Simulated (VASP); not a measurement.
Set up this calculation in VASP 6.6.1, as the native input.

```yaml
Task: single point
Functional: BLYP
Potentials_or_basis: VASP PAW PBE potentials, release 64 (Ca_sv)
Cutoff: 520 eV
k_mesh: 7 × 7 × 10
Occupations: fermi-dirac, width 0.1 eV
Spin: no spin polarisation
Dipole_correction: no
Further_INCAR_settings: ALGO = Normal; EDIFF = 1e-06; NBANDS = 22
```

The structure of Ca lies in POSCAR:

```
Ca
1.0
    6.5375050734      0.0000000000      0.0000000000
   -3.2687525367      5.6616454709      0.0000000000
    0.0000000000      0.0000000000      3.9151162667
Ca
3
Direct
    0.0000000000      1.0000000000      1.0000000000
    0.3333333333      0.6666666667      0.5000000000
    0.6666666667      0.3333333333      0.5000000000
```

This isn't the form of Ca at room conditions, which is fcc.

One way to write it, as run:

INCAR

```
SYSTEM = Ca
PREC = Accurate
ENCUT = 520
EDIFF = 1E-6
ISMEAR = -1
SIGMA = 0.1
LREAL = .False.
LASPH = .True.
NELM = 80
ALGO = Normal
ISIF = 2
LWAVE = .False.
LCHARG = .False.
GGA = B5
ALDAX = 1.0
AGGAX = 1.0
AGGAC = 1.0
ALDAC = 0.0
NBANDS = 22
```

KPOINTS

```
Automatic mesh
0
Gamma
  7 7 10
  0 0 0
```

Potentials or basis: VASP PAW PBE potentials, release 64 (Ca_sv).

Command:

```console
$ cat potpaw_PBE.64/Ca_sv/POTCAR > POTCAR
$ mpirun -np 1 vasp_std > vasp.out
```

Results of the run:

| Property | Result |
| --- | --- |
| Pressure | -1.4 GPa |
| Band gap on the k mesh | zero (bands 15 and 16 overlap by 0.38 eV) |

Caveat: the PAW data sets were made with another functional, which shifts forces and pressure a little.

It took 3 min on 1 thread of Oxide Virtual Turin-like Processor, on a shared host, peak memory 0.28 GiB.
